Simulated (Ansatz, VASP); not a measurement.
Given: the input of a run of Ansatz 0.2.0 on AlNi.

The input input.yaml:

```yaml
crystal:
  lattice:
    - [2.881, 0.0, 0.0]
    - [0.0, 2.881, 0.0]
    - [0.0, 0.0, 2.881]
  atoms:
    - { symbol: Ni, position: [0.5, 0.5, 0.5], spin: 1.0 }
    - { symbol: Al, position: [0.0, 0.0, 0.0] }
hamiltonian:
  xc: pbe
  pseudopotentials: { kind: paw }
magnetization:
  spin_polarized: true
  initial_magnetization: 1.0
  spin_locking: { lock_magnetization: hard }
kpoints:
  mp_grid: { grid: [8, 8, 8] }
scf:
  occupations: { method: fermi_dirac, width: 0.05 }
  lower_state_search: "off"
output:
  forces: true
  stress: true
  eigenvalues: true
```

Potentials or basis: Ansatz PAW.

The run is started by

```sh
$ ansatz run input.yaml --threads 2 --pin off --max-ram 5632MiB --backend cpu --events-out ev --progress --plain --runs-dir out
```

Q: Translate it to VASP 6.6.1. Potentials there: VASP PAW PBE potentials, release 64 (Ni, Al).

A: As run (the cutoff follows the program's own potentials):

File INCAR:

```
PREC = Accurate
ENCUT = 520
EDIFF = 1E-6
ISMEAR = -1
SIGMA = 0.05
LREAL = False
LASPH = True
NELM = 150
ALGO = Normal
ISIF = 2
LWAVE = False
LCHARG = False
ISPIN = 2
MAGMOM = 1 0
LORBIT = 11
NUPDOWN = 1.0
LMAXMIX = 4
GGA = PE
NBANDS = 18
```

Contents of KPOINTS:

```
Automatic mesh
0
Gamma
  8 8 8
```

POSCAR

```
AlNi
1.0
    2.8810000000      0.0000000000      0.0000000000
    0.0000000000      2.8810000000      0.0000000000
    0.0000000000      0.0000000000      2.8810000000
Ni Al
1 1
Direct
    0.5000000000      0.5000000000      0.5000000000
    0.0000000000      0.0000000000      0.0000000000
```

Potentials or basis: VASP PAW PBE potentials, release 64 (Ni, Al).

Command:

```bash
$ cat potpaw_PBE.64/Ni/POTCAR potpaw_PBE.64/Al/POTCAR > POTCAR
$ mpirun -np 1 vasp_std > vasp.out
```

Both were run:

|  | VASP | Ansatz | Ansatz less VASP |
| --- | --- | --- | --- |
| pressure (GPa) | 5.8 | 5.8 | -0.04 |
| net moment per atom (μB) | 0.50 | 0.50 | 0.000 |
| size of the moment on the site where the two differ most (μB) | 0.06 | 0.10 | +0.034 |

Site moments also hang on the region over which each program counts them. The functional is the same, so the differences come from potentials, cutoffs and numerics. VASP's potentials hold 13 valence electrons a cell and Ansatz's 21, so a difference there can come from the potentials and not from the codes.
